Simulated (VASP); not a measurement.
# Si (Fd-3m) in VASP: single point with r2SCAN+rVV10

Aim: the single point of Si with r2SCAN+rVV10.

All numbers are computed with VASP 6.6.1; they aren't measurements. Logs are shortened: lines on timing, memory, paths and dates and some standing lists are left out, and cuts for length are marked.

## Step 1: The cell of the first run

The structure is cubic, space group Fd-3m (No. 227). Conventional cell: a = 5.436 Å, b = 5.436 Å, c = 5.436 Å, α = 90.00°, β = 90.00°, γ = 90.00°. Si (site symmetry -43m) has 4 Si at 2.35 Å within 3.1 Å.

## Step 2: Single point, r2SCAN+rVV10

File POSCAR:

```
Si
1.0
    0.0000000000      2.7177770158      2.7177770158
    2.7177770158      0.0000000000      2.7177770158
    2.7177770158      2.7177770158      0.0000000000
Si
2
Direct
    0.0000000000      0.0000000000      0.0000000000
    0.2500000000      0.2500000000      0.2500000000
```

File INCAR.step1:

```
PREC     = Accurate       # precision mode
ENCUT    = 550            # plane-wave cutoff, eV
ISMEAR   = 0              # smearing method
SIGMA    = 0.02           # smearing width, eV
LREAL    = F              # projectors in reciprocal space
LASPH    = T              # aspherical terms in the spheres
NELM     = 120            # most SCF steps
NBANDS   = 11             # bands
GGA      = PE             # functional
ALGO     = Normal         # electronic algorithm
EDIFF    = 1E-5           # SCF threshold, eV
LWAVE    = T              # write WAVECAR
LCHARG   = F              # write CHGCAR
GGA_COMPAT= F
```

File INCAR.step2:

```
PREC     = Accurate       # precision mode
ENCUT    = 550            # plane-wave cutoff, eV
EDIFF    = 1E-6           # SCF threshold, eV
ISMEAR   = 0              # smearing method
SIGMA    = 0.02           # smearing width, eV
LREAL    = F              # projectors in reciprocal space
LASPH    = T              # aspherical terms in the spheres
NELM     = 120            # most SCF steps
ALGO     = Normal         # electronic algorithm
ISIF     = 2              # what is computed and relaxed
LWAVE    = F              # write WAVECAR
LCHARG   = F              # write CHGCAR
METAGGA  = R2SCAN         # meta-GGA
LMIXTAU  = T            
LUSE_VDW = T            
IVDW_NL  = 2            
BPARAM   = 11.95        
CPARAM   = 0.0093       
NBANDS   = 11             # bands
ISTART   = 1            
GGA_COMPAT= F
```

File KPOINTS:

```
regular mesh
0
Gamma
  10 10 10
```

Potentials or basis: VASP PAW PBE potentials, release 64 (Si).

The run is started by

```console
> cat potpaw_PBE.64/Si/POTCAR > POTCAR
> cp INCAR.step1 INCAR
> mpirun -np 1 vasp_std > vasp.out
> cp INCAR.step2 INCAR
> mpirun -np 1 vasp_std > vasp.out
```

OUTCAR:

```text
PREC = Accurate
   ENCUT = 550
   EDIFF = 1E-6
   ISMEAR = 0
   LREAL = F
   LASPH = T
   NELM = 120
   ISIF = 2
   METAGGA = R2SCAN
   IVDW_NL = 2
   BPARAM = 11.95
   ISTART = 1

 ion  position               nearest neighbor table
   1  0.000  0.000  0.000-   2 2.35   2 2.35   2 2.35   2 2.35
   2  0.250  0.250  0.250-   1 2.35   1 2.35   1 2.35   1 2.35

  LATTYP: Found a face centered cubic cell.
 ALAT       =     5.4355540316

  Lattice vectors:

 A1 = (   0.0000000000,   2.7177770158,   2.7177770158)
 A2 = (   2.7177770158,   0.0000000000,   2.7177770158)
 A3 = (   2.7177770158,   2.7177770158,   0.0000000000)

Analysis of symmetry for initial positions (statically):
=====================================================================
 Subroutine PRICEL returns:
 Original cell was already a primitive cell.

 Routine SETGRP: Setting up the symmetry group for a
 face centered cubic supercell.

 Subroutine GETGRP returns: Found 48 space group operations
 (whereof 24 operations were pure point group operations)
 out of a pool of 48 trial point group operations.

The static configuration has the point symmetry T_d .
 The point group associated with its full space group is O_h .

Analysis of symmetry for dynamics (positions and initial velocities):
=====================================================================
 Subroutine PRICEL returns:
 Original cell was already a primitive cell.

 Routine SETGRP: Setting up the symmetry group for a
 face centered cubic supercell.

 Subroutine GETGRP returns: Found 48 space group operations
 (whereof 24 operations were pure point group operations)
 out of a pool of 48 trial point group operations.

The dynamic configuration has the point symmetry T_d .
 The point group associated with its full space group is O_h .

 Subroutine INISYM returns: Found 48 space group operations
 (whereof 24 operations are pure point group operations),
 and found     1 'primitive' translations

----------------------------------------------------------------------------------------

                                     Primitive cell

  volume of cell :      40.1487

  direct lattice vectors                    reciprocal lattice vectors
     0.000000000  2.717777016  2.717777016    -0.183973886  0.183973886  0.183973886
     2.717777016  0.000000000  2.717777016     0.183973886 -0.183973886  0.183973886
     2.717777016  2.717777016  0.000000000     0.183973886  0.183973886 -0.183973886

  length of vectors
[... 92 lines left out ...]
   PSTRESS=    0.0 pullay stress
   NELECT =       8.0000    total number of electrons
   NUPDOWN=      -1.0000    fix difference up-down
   EMIN   =  10.00;   EMAX   =-10.00  energy-range for DOS
   EFERMI =   0.00;   METHOD = LEGACY
   ISMEAR =     0;   SIGMA  =   0.02  broadening in eV -4-tet -1-fermi 0-gaus
   EFERMI_NEDOS =   21; number of points for ismear=-14 and -15
   IALGO  =     38    algorithm
   IMIX   =      4    mixing-type and parameters
     AMIX     =   0.40;   BMIX     =  1.00
     AMIX_MAG =   1.60;   BMIX_MAG =  1.00
  volume/ion in A,a.u.               =      20.07       135.47
  Fermi-wavevector in a.u.,A,eV,Ry     =   0.956198  1.806952 12.439997  0.914314
  Thomas-Fermi vector in A             =   2.085104
   LORBIT       =      0    0 simple, 1 ext, 2 COOP (PROOUT), +10 PAW based schemes
   METAGGA = R2SCAN    functional components
   LHFCALC =     F    Hartree Fock is set to
   AEXX    =    0.0000 exact exchange contribution
   IVDW_NL    =     2    kernel type
   BPARAM     =11.9500
   IVDW    =     0    specifies the selected vdW correction
   LEPSILON=     F    determine dielectric tensor
   LRPA    =     F    only Hartree local field effects (RPA)
 non-spin polarized calculation
 Gauss-broadening in eV      SIGMA  =   0.02
  energy-cutoff  :      550.00
  volume of cell :       40.15
 maximum number of plane-waves:      1243
 NGX is ok and might be reduce to    30
   NGX = 15   NGY = 15   NGZ = 15

 number of electron       8.0000001 magnetization

 Free energy of the ion-electron system (eV)
  ---------------------------------------------------
  ext. energy  EPLUGINS =         0.00000000
  ---------------------------------------------------
  free energy    TOTEN  =       -17.40379751 eV

  energy without entropy =      -17.40379751  energy(sigma->0) =      -17.40379751

 E-fermi :   5.8406     XC(G=0):  -9.8829

 val. band max:        5.7097339149   @ k =   0.0000   0.0000   0.0000
 cond. band min:       6.4596217565   @ k =   0.4000   0.4000   0.0000
 fundamental gap:      0.7498878415
 Fermi energy:         5.8405835878

 k-point     1 :       0.0000    0.0000    0.0000
  band No.  band energies     occupation
      1      -6.8082      2.00000
      2       5.7097      2.00000
      3       5.7097      2.00000
      4       5.7097      2.00000
      5       8.4582      0.00000
      6       8.4582      0.00000
      7       8.4582      0.00000
      8       9.6589      0.00000
      9      13.8287      0.00000
     10      13.8287      0.00000
     11      14.3122      0.00000
[... 309 lines left out ...]
 k-point    24 :       0.4000    0.3000    0.0000
  band No.  band energies     occupation
      1      -4.5329      2.00000
      2       0.0836      2.00000
      3       2.7132      2.00000
      4       3.1399      2.00000
      5       6.9409      0.00000
      6       8.1943      0.00000
      7      13.1609      0.00000
      8      13.2458      0.00000
      9      16.7634      0.00000
     10      17.2946      0.00000
     11      18.6369      0.00000

 [... further k-points ...]

------------------------ aborting loop because EDIFF is reached ----------------------------------------

  FORCE on cell =-STRESS in cart. coord.  units (eV):
  Direction    XX          YY          ZZ          XY          YZ          ZX
  --------------------------------------------------------------------------------------
  -------------------------------------------------------------------------------------
  Total       -0.0556948     -0.0556948     -0.0556948      0.0000000     -0.0000000      0.0000000
  in kB       -2.2225632     -2.2225632     -2.2225632      0.0000000     -0.0000000      0.0000000
  external PRESSURE =      -2.2225632 kB  Pullay stress =       0.0000000 kB

 VOLUME and BASIS-vectors are now :
 -----------------------------------------------------------------------------
  energy-cutoff  :      550.00
  volume of cell :       40.15
      direct lattice vectors                 reciprocal lattice vectors
     0.000000000  2.717777016  2.717777016    -0.183973886  0.183973886  0.183973886
     2.717777016  0.000000000  2.717777016     0.183973886 -0.183973886  0.183973886
     2.717777016  2.717777016  0.000000000     0.183973886  0.183973886 -0.183973886

 POSITION                                       TOTAL-FORCE (eV/Angst)
 -----------------------------------------------------------------------------------
      0.00000      0.00000      0.00000         0.000000      0.000000      0.000000
      1.35889      1.35889      1.35889        -0.000000     -0.000000     -0.000000
 -----------------------------------------------------------------------------------
    total drift:                               -0.000000     -0.000000     -0.000000

  FREE ENERGIE OF THE ION-ELECTRON SYSTEM (eV)
  ---------------------------------------------------
  free  energy   TOTEN  =       -17.4037975074 eV

  energy  without entropy=      -17.4037975074  energy(sigma->0) =      -17.40379751
```

OUTCAR.step1:

```text
PREC = Accurate
   ENCUT = 550
   ISMEAR = 0
   LREAL = F
   LASPH = T
[... 559 lines left out ...]
 -----------------------------------------------------------------------------------
      0.00000      0.00000      0.00000         0.000000      0.000000      0.000000
      1.35889      1.35889      1.35889        -0.000000     -0.000000     -0.000000
 -----------------------------------------------------------------------------------
    total drift:                               -0.000000     -0.000000     -0.000000

  FREE ENERGIE OF THE ION-ELECTRON SYSTEM (eV)
  ---------------------------------------------------
  free  energy   TOTEN  =       -10.8453874738 eV

  energy  without entropy=      -10.8453874738  energy(sigma->0) =      -10.84538747
```

OSZICAR.step1:

```text
N       E                     dE             d eps       ncg     rms          rms(c)
DAV:   1     0.731301542255E+01    0.73130E+01   -0.32836E+03  1034   0.587E+02
DAV:   2    -0.104356915601E+02   -0.17749E+02   -0.16833E+02  1364   0.862E+01
DAV:   3    -0.110195282251E+02   -0.58384E+00   -0.58195E+00  1344   0.130E+01
DAV:   4    -0.110239911717E+02   -0.44629E-02   -0.44622E-02  1259   0.141E+00
DAV:   5    -0.110240307113E+02   -0.39540E-04   -0.39539E-04  1309   0.124E-01    0.486E+00
DAV:   6    -0.109004013227E+02    0.12363E+00   -0.70590E-02  1169   0.109E+00    0.296E+00
DAV:   7    -0.108439005470E+02    0.56501E-01   -0.13603E-01  1168   0.163E+00    0.181E-01
DAV:   8    -0.108451567279E+02   -0.12562E-02   -0.59601E-03  1178   0.417E-01    0.808E-02
DAV:   9    -0.108453618074E+02   -0.20508E-03   -0.19634E-04  1234   0.861E-02    0.594E-02
DAV:  10    -0.108453869067E+02   -0.25099E-04   -0.21707E-05  1225   0.269E-02    0.557E-03
DAV:  11    -0.108453874738E+02   -0.56714E-06   -0.19634E-06   727   0.743E-03
   1 F= -.10845387E+02 E0= -.10845387E+02  d E =-.388074E-24
```

It took 1.8 min on 1 thread of Intel Xeon Platinum 8259CL at 2.50GHz (Skylake/Cascade Lake), shared host; peak memory 0.28 GiB.

What came out:

```yaml
Free_energy: -17.4038 eV
Pressure: -0.2 GPa
Band_gap_on_the_k_mesh: 0.75 eV, indirect (least direct gap 2.75 eV)
```

Caveat: the PAW data sets were made with another functional, which shifts forces and pressure a little.
